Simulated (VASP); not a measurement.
P: single point with PBE

P:

```
P
1.0
    -1.41637    1.41637    1.41637
     1.41637   -1.41637    1.41637
     1.41637    1.41637   -1.41637
P
1
Direct
  0.00000 0.00000 0.00000
```

This cell differs from its parent crystal: volume scaled by 0.8.

* Program: VASP 6.6.1
* Task: single point
* Functional: PBE
* Potentials or basis: VASP PAW PBE potentials, release 64 (P)
* Cutoff: 520 eV
* k mesh: 17 × 17 × 17
* Occupations: fermi-dirac, width 0.1 eV
* Spin: no spin polarisation

```
Pressure : 33.1 GPa
```

Levels at points of the mesh, in eV from the Fermi level:
```
           k point  band 1  band 2  band 3  band 4  band 5  band 6  band 7
(0.00, 0.00, 0.00)  -19.06    9.66    9.66    9.66   12.59   12.59   12.59
```

Wall time 6.5 s on 1 thread of AMD EPYC 7R13 Processor (Zen 3), on a shared host, peak memory 0.09 GiB.
